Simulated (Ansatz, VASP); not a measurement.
Ta: VASP beside Ansatz

```
Ta
1.0
    -1.64026    1.64026    1.64026
     1.64026   -1.64026    1.64026
     3.28052    3.28052    0.00000
Ta
2
Direct
  0.03201 0.03201 0.00000
  0.46799 0.46799 0.50000
```

Change from the starting cell: mode 6 (147.1 1/cm) frozen in, largest displacement +0.105 Å.

Alike in both runs: task single point; functional PBEsol; k mesh 22 × 22 × 14; occupations gaussian, width 0.15 eV; no spin polarisation.

|  | VASP | Ansatz |
| --- | --- | --- |
| version | VASP 6.6.1 | Ansatz 0.2.0 |
| potentials or method | VASP PAW PBE potentials, release 64 (Ta_pv), cutoff 520 eV | scalar-relativistic, plane waves, PAW |
| valence electrons in the cell | 22 | 26 |

Ansatz gave:

* gap on the k mesh at the Fermi level (eV): none
* pressure (GPa): 0.9
* traceless stress, the component that is largest in VASP (GPa): 1.39
* rms of the force components (eV/Å): 0.757

Task: What did VASP give for the same quantities?

Result: gap on the k mesh at the Fermi level (eV): none; pressure (GPa): 1.2; traceless stress, the component that is largest in VASP (GPa): 1.42; rms of the force components (eV/Å): 0.758.

VASP's potentials were made for PBE, not for PBEsol. Atom by atom the forces differ by 0.002 eV/Å (rms over components). A gap of «none» marks a metal or a gap that the smearing closes. With one functional, cell and mesh, what is left measures potentials, basis and numerics. VASP's potentials hold 22 valence electrons a cell and Ansatz's 26, so a difference there can come from the potentials and not from the codes.

Neither program's run includes spin-orbit coupling.
